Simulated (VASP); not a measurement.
# CuO (Cc) in VASP: single point with PBEsol+U

Aim: the single point of CuO with PBEsol+U.

Everything below comes from runs of VASP 6.6.1. Logs are shortened: lines on timing, memory, paths and dates and some standing lists are left out, and cuts for length are marked.

## (1) The cell of the first run

The structure is monoclinic, space group Cc (No. 9). Conventional cell: a = 4.689 Å, b = 3.427 Å, c = 5.132 Å, α = 90.00°, β = 99.65°, γ = 90.00°. Within 2.5 Å of Cu (site symmetry 1) lie 4 O at 1.91 to 2.02 Å. O (site symmetry 1) has 4 Cu at 1.91 to 2.02 Å within 2.5 Å.

## (2) Single point, PBEsol+U, collinear spin

INCAR

```
ALGO     = Normal         # electronic algorithm
EDIFF    = 1E-6           # SCF threshold, eV
ENCUT    = 520            # plane-wave cutoff, eV
GGA      = PS             # functional
ISIF     = 2              # what is computed and relaxed
ISMEAR   = 0              # smearing method
ISPIN    = 2              # spin polarisation
LASPH    = T              # aspherical terms in the spheres
LCHARG   = F              # write CHGCAR
LDAU     = T              # DFT+U
LDAUJ    = 0 0          
LDAUL    = 2 -1           # shell
LDAUPRINT= 1            
LDAUTYPE = 2            
LDAUU    = 2 0            # U, eV
LMAXMIX  = 4              # l up to which the mixer works
LORBIT   = 11             # projections on sites
LREAL    = F              # projectors in reciprocal space
LWAVE    = F              # write WAVECAR
MAGMOM   = 1 1 0 0        # initial moments
NBANDS   = 29             # bands
NELM     = 150            # most SCF steps
PREC     = Accurate       # precision mode
SIGMA    = 0.05           # smearing width, eV
```

KPOINTS

```
k-points
0
Gamma
  7 7 4
```

POSCAR

```
CuO
1.0
    2.3446497600     -1.7133998200      0.0000000000
    2.3446497600      1.7133998200      0.0000000000
   -0.8605499100      0.0000000000      5.0594394800
Cu O
2 2
Direct
    0.0032000000      0.4968000000      0.0000000000
    0.4968000000      0.0032000000      0.5000000000
    0.5714000000      0.4056000000      0.2537000000
    0.4056000000      0.5714000000      0.7537000000
```

Potentials or basis: VASP PAW PBE potentials, release 64 (Cu, O).

The run is started by

```bash
> cat potpaw_PBE.64/Cu/POTCAR potpaw_PBE.64/O/POTCAR > POTCAR
> mpirun -np 1 vasp_std > vasp.out
```

OUTCAR:

```text
EDIFF = 1E-6
   ENCUT = 520
   GGA = PS
   ISIF = 2
   ISMEAR = 0
   ISPIN = 2
   LASPH = T
   LORBIT = 11
   LREAL = F
   NELM = 150
   PREC = Accurate

 ion  position               nearest neighbor table
   1  0.003  0.497  0.000-   4 1.91   3 1.93   4 1.98   3 2.02
   2  0.497  0.003  0.500-   3 1.91   4 1.93   3 1.98   4 2.02
   3  0.571  0.406  0.254-   2 1.91   1 1.93   2 1.98   1 2.02
   4  0.406  0.571  0.754-   1 1.91   2 1.93   1 1.98   2 2.02

  LATTYP: Found a base centered monoclinic cell.
 ALAT       =     4.6892995200
 B/A-ratio  =     0.7307700490
 C/A-ratio  =     1.0944283419
 COS(beta)  =    -0.1676798045

  Lattice vectors:

 A1 = (   2.3446497600,  -1.7133998200,   0.0000000000)
 A2 = (   2.3446497600,   1.7133998200,   0.0000000000)
 A3 = (  -0.8605499100,   0.0000000000,   5.0594394800)

Analysis of symmetry for initial positions (statically):
=====================================================================
 Subroutine PRICEL returns:
 Original cell was already a primitive cell.

 Routine SETGRP: Setting up the symmetry group for a
 base centered monoclinic supercell.

 Subroutine GETGRP returns: Found  2 space group operations
 (whereof  1 operations were pure point group operations)
 out of a pool of  4 trial point group operations.

The static configuration has the point symmetry C_1 .
 The point group associated with its full space group is C_1h.

Analysis of symmetry for dynamics (positions and initial velocities):
=====================================================================
 Subroutine PRICEL returns:
 Original cell was already a primitive cell.

 Routine SETGRP: Setting up the symmetry group for a
 base centered monoclinic supercell.

 Subroutine GETGRP returns: Found  2 space group operations
 (whereof  1 operations were pure point group operations)
 out of a pool of  4 trial point group operations.

The dynamic configuration has the point symmetry C_1 .
 The point group associated with its full space group is C_1h.

Analysis of structural, dynamic, and magnetic symmetry:
=====================================================================
 Subroutine PRICEL returns:
 Original cell was already a primitive cell.

 Routine SETGRP: Setting up the symmetry group for a
 base centered monoclinic supercell.

 Subroutine GETGRP returns: Found  2 space group operations
 (whereof  1 operations were pure point group operations)
 out of a pool of  4 trial point group operations.

The overall configuration has the point symmetry C_1 .
 The point group associated with its full space group is C_1h.

 Subroutine INISYM returns: Found  2 space group operations
 (whereof  1 operations are pure point group operations),
 and found     1 'primitive' translations

----------------------------------------------------------------------------------------

                                     Primitive cell

  volume of cell :      40.6508

  direct lattice vectors                    reciprocal lattice vectors
[... 132 lines left out ...]
   NGX = 11   NGY = 11   NGZ = 19

atom =   1  type =  1  l = 2

 onsite density matrix

spin component  1

  0.9514 -0.0030  0.0103 -0.0062  0.0015
 -0.0030  0.9458 -0.0017  0.0216 -0.0094
  0.0103 -0.0017  0.9670  0.0023 -0.0021
 -0.0062  0.0216  0.0023  0.9357  0.0114
  0.0015 -0.0094 -0.0021  0.0114  0.9589

spin component  2

  0.9377 -0.0269  0.0121  0.0250 -0.0074
 -0.0269  0.8516  0.0035  0.1452 -0.0460
  0.0121  0.0035  0.9613 -0.0058  0.0004
  0.0250  0.1452 -0.0058  0.7546  0.0639
 -0.0074 -0.0460  0.0004  0.0639  0.9359

 occupancies and eigenvectors

  o =  0.6253  v =  0.0000  0.0000  0.0000  0.0000  0.0000  0.1177  0.5640 -0.0239 -0.7789  0.2466      0.0000  0.0000  0.0000  0.0000  0.0000  0.0000  0.0000  0.0000  0.0000  0.0000
  o =  0.9130  v = -0.1091  0.5755  0.0828 -0.7441  0.3105  0.0000  0.0000  0.0000  0.0000  0.0000      0.0000  0.0000  0.0000  0.0000  0.0000  0.0000  0.0000  0.0000  0.0000  0.0000
  o =  0.9348  v =  0.0000  0.0000  0.0000  0.0000  0.0000  0.8717  0.1814 -0.3701  0.2364 -0.1201      0.0000  0.0000  0.0000  0.0000  0.0000  0.0000  0.0000  0.0000  0.0000  0.0000
  o =  0.9451  v =  0.8603  0.3199 -0.3891  0.0789  0.0022  0.0000  0.0000  0.0000  0.0000  0.0000      0.0000  0.0000  0.0000  0.0000  0.0000  0.0000  0.0000  0.0000  0.0000  0.0000
  o =  0.9559  v =  0.0000  0.0000  0.0000  0.0000  0.0000 -0.0074 -0.3187 -0.2209 -0.4752 -0.7898      0.0000  0.0000  0.0000  0.0000  0.0000  0.0000  0.0000  0.0000  0.0000  0.0000
  o =  0.9574  v =  0.0000  0.0000  0.0000  0.0000  0.0000 -0.1523  0.6886  0.3427  0.2917 -0.5478      0.0000  0.0000  0.0000  0.0000  0.0000  0.0000  0.0000  0.0000  0.0000  0.0000
  o =  0.9631  v = -0.0384  0.2971  0.2780  0.5653  0.7165  0.0000  0.0000  0.0000  0.0000  0.0000      0.0000  0.0000  0.0000  0.0000  0.0000  0.0000  0.0000  0.0000  0.0000  0.0000
  o =  0.9645  v =  0.1517 -0.6576 -0.2628 -0.3012  0.6203  0.0000  0.0000  0.0000  0.0000  0.0000      0.0000  0.0000  0.0000  0.0000  0.0000  0.0000  0.0000  0.0000  0.0000  0.0000
  o =  0.9678  v =  0.0000  0.0000  0.0000  0.0000  0.0000 -0.4506  0.2706 -0.8344  0.1630  0.0303      0.0000  0.0000  0.0000  0.0000  0.0000  0.0000  0.0000  0.0000  0.0000  0.0000
  o =  0.9730  v = -0.4728  0.2141 -0.8339  0.1727  0.0732  0.0000  0.0000  0.0000  0.0000  0.0000      0.0000  0.0000  0.0000  0.0000  0.0000  0.0000  0.0000  0.0000  0.0000  0.0000

atom =   2  type =  1  l = 2

 onsite density matrix

spin component  1

  0.9514 -0.0030 -0.0103  0.0062 -0.0015
 -0.0030  0.9458  0.0017 -0.0216  0.0094
 -0.0103  0.0017  0.9670  0.0023 -0.0021
  0.0062 -0.0216  0.0023  0.9357  0.0114
 -0.0015  0.0094 -0.0021  0.0114  0.9589

spin component  2

  0.9377 -0.0269 -0.0121 -0.0250  0.0074
 -0.0269  0.8516 -0.0035 -0.1452  0.0460
 -0.0121 -0.0035  0.9613 -0.0058  0.0004
 -0.0250 -0.1452 -0.0058  0.7546  0.0639
  0.0074  0.0460  0.0004  0.0639  0.9359

 occupancies and eigenvectors

  o =  0.6253  v =  0.0000  0.0000  0.0000  0.0000  0.0000 -0.1177 -0.5640 -0.0239 -0.7789  0.2466      0.0000  0.0000  0.0000  0.0000  0.0000  0.0000  0.0000  0.0000  0.0000  0.0000
  o =  0.9130  v =  0.1091 -0.5755  0.0828 -0.7441  0.3105  0.0000  0.0000  0.0000  0.0000  0.0000      0.0000  0.0000  0.0000  0.0000  0.0000  0.0000  0.0000  0.0000  0.0000  0.0000
  o =  0.9348  v =  0.0000  0.0000  0.0000  0.0000  0.0000  0.8717  0.1814  0.3701 -0.2364  0.1201      0.0000  0.0000  0.0000  0.0000  0.0000  0.0000  0.0000  0.0000  0.0000  0.0000
  o =  0.9451  v =  0.8603  0.3199  0.3891 -0.0789 -0.0022  0.0000  0.0000  0.0000  0.0000  0.0000      0.0000  0.0000  0.0000  0.0000  0.0000  0.0000  0.0000  0.0000  0.0000  0.0000
  o =  0.9559  v =  0.0000  0.0000  0.0000  0.0000  0.0000  0.0074  0.3187 -0.2209 -0.4752 -0.7898      0.0000  0.0000  0.0000  0.0000  0.0000  0.0000  0.0000  0.0000  0.0000  0.0000
  o =  0.9574  v =  0.0000  0.0000  0.0000  0.0000  0.0000 -0.1523  0.6886 -0.3427 -0.2917  0.5478      0.0000  0.0000  0.0000  0.0000  0.0000  0.0000  0.0000  0.0000  0.0000  0.0000
  o =  0.9631  v =  0.0384 -0.2971  0.2780  0.5653  0.7165  0.0000  0.0000  0.0000  0.0000  0.0000      0.0000  0.0000  0.0000  0.0000  0.0000  0.0000  0.0000  0.0000  0.0000  0.0000
  o =  0.9645  v = -0.1517  0.6576 -0.2628 -0.3012  0.6203  0.0000  0.0000  0.0000  0.0000  0.0000      0.0000  0.0000  0.0000  0.0000  0.0000  0.0000  0.0000  0.0000  0.0000  0.0000
  o =  0.9678  v =  0.0000  0.0000  0.0000  0.0000  0.0000  0.4506 -0.2706 -0.8344  0.1630  0.0303      0.0000  0.0000  0.0000  0.0000  0.0000  0.0000  0.0000  0.0000  0.0000  0.0000
  o =  0.9730  v = -0.4728  0.2141  0.8339 -0.1727 -0.0732  0.0000  0.0000  0.0000  0.0000  0.0000      0.0000  0.0000  0.0000  0.0000  0.0000  0.0000  0.0000  0.0000  0.0000  0.0000

 number of electron      33.9999999 magnetization       0.9911748

 Free energy of the ion-electron system (eV)
  ---------------------------------------------------
  ext. energy  EPLUGINS =         0.00000000
  ---------------------------------------------------
  free energy    TOTEN  =       -19.88287699 eV

  energy without entropy =      -19.87980776  energy(sigma->0) =      -19.88134237

 E-fermi :   5.2884     XC(G=0): -12.1434

 val. band max:        5.2881912629   @ k =  -0.1429  -0.2857   0.2500
 cond. band min:       5.3143514615   @ k =  -0.1429  -0.4286   0.2500
 fundamental gap:      0.0261601986
 Fermi energy:         5.2883752685

 spin component 1

 k-point     1 :       0.0000    0.0000    0.0000
  band No.  band energies     occupation
      1     -14.4548      1.00000
      2     -13.1147      1.00000
      3      -2.8803      1.00000
      4      -0.6401      1.00000
      5      -0.2850      1.00000
      6       1.4241      1.00000
[... 1529 lines left out ...]
     28      23.6477      0.00000
     29      25.4912      0.00000

 [... further k-points ...]
[... 5 lines left out ...]
  --------------------------------------------------------------------------------------
  -------------------------------------------------------------------------------------
  Total       -0.9409771     -0.2537757     -1.0538992      0.0000000      0.0000000     -0.0164751
  in kB      -37.0869025    -10.0021080    -41.5375215      0.0000000      0.0000000     -0.6493372
  external PRESSURE =     -29.5421774 kB  Pullay stress =       0.0000000 kB

 VOLUME and BASIS-vectors are now :
 -----------------------------------------------------------------------------
  energy-cutoff  :      520.00
  volume of cell :       40.65
      direct lattice vectors                 reciprocal lattice vectors
     2.344649760 -1.713399820  0.000000000     0.213251467 -0.291817470  0.036271514
     2.344649760  1.713399820  0.000000000     0.213251467  0.291817470  0.036271514
    -0.860549910  0.000000000  5.059439480     0.000000000  0.000000000  0.197650353

 POSITION                                       TOTAL-FORCE (eV/Angst)
 -----------------------------------------------------------------------------------
      1.17232      0.84573      0.00000        -0.628576      0.297469      0.245364
      0.74205     -0.84573      2.52972        -0.628576     -0.297469      0.245364
      2.07240     -0.28408      1.28358         0.628576      0.308794     -0.245364
      1.64213      0.28408      3.81330         0.628576     -0.308794     -0.245364
 -----------------------------------------------------------------------------------
    total drift:                               -0.000173      0.000000     -0.000661

  FREE ENERGIE OF THE ION-ELECTRON SYSTEM (eV)
  ---------------------------------------------------
  free  energy   TOTEN  =       -19.8828769884 eV

  energy  without entropy=      -19.8798077596  energy(sigma->0) =      -19.88134237

 total charge

# of ion       s       p       d       tot
------------------------------------------
    1        0.378   0.389   9.179   9.947
    2        0.378   0.389   9.179   9.947
    3        1.567   3.367   0.000   4.934
    4        1.567   3.367   0.000   4.934
--------------------------------------------------
tot          3.891   7.513  18.359  29.763

 magnetization (x)

# of ion       s       p       d       tot
------------------------------------------
    1       -0.002   0.003   0.313   0.313
    2       -0.002   0.003   0.313   0.313
    3        0.009   0.144   0.000   0.153
    4        0.009   0.144   0.000   0.153
--------------------------------------------------
tot          0.014   0.294   0.625   0.933
```

It took 20 min on 1 thread of Intel Xeon 8259CL, shared host; peak memory 0.25 GiB.

Results:

| Item | Value |
| --- | --- |
| Free energy | -19.8829 eV |
| Pressure | -3.0 GPa |
| Largest force | 0.742 eV/Å |
| Net moment | 0.99 μB per cell |
| Site moments | Cu +0.31; O +0.15 μB |
| Valence electrons inside the program's atomic spheres | Cu 9.95; O 4.93 |

Forces in eV/Å, atoms in the order of the input:
```
Cu  -0.629  0.297  0.245
Cu  -0.629 -0.297  0.245
O    0.629  0.309 -0.245
O    0.629 -0.309 -0.245
```

Eigenvalues of the final occupation matrices:
| site | spin | trace | eigenvalues |
| --- | --- | --- | --- |
| site 1 d | 1 | 4.76 | 0.91 0.95 0.96 0.96 0.97 |
| site 1 d | 2 | 4.44 | 0.63 0.93 0.96 0.96 0.97 |
| site 2 d | 1 | 4.76 | 0.91 0.95 0.96 0.96 0.97 |
| site 2 d | 2 | 4.44 | 0.63 0.93 0.96 0.96 0.97 |

Caveat: the PAW data sets were made with another functional, which shifts forces and pressure a little.
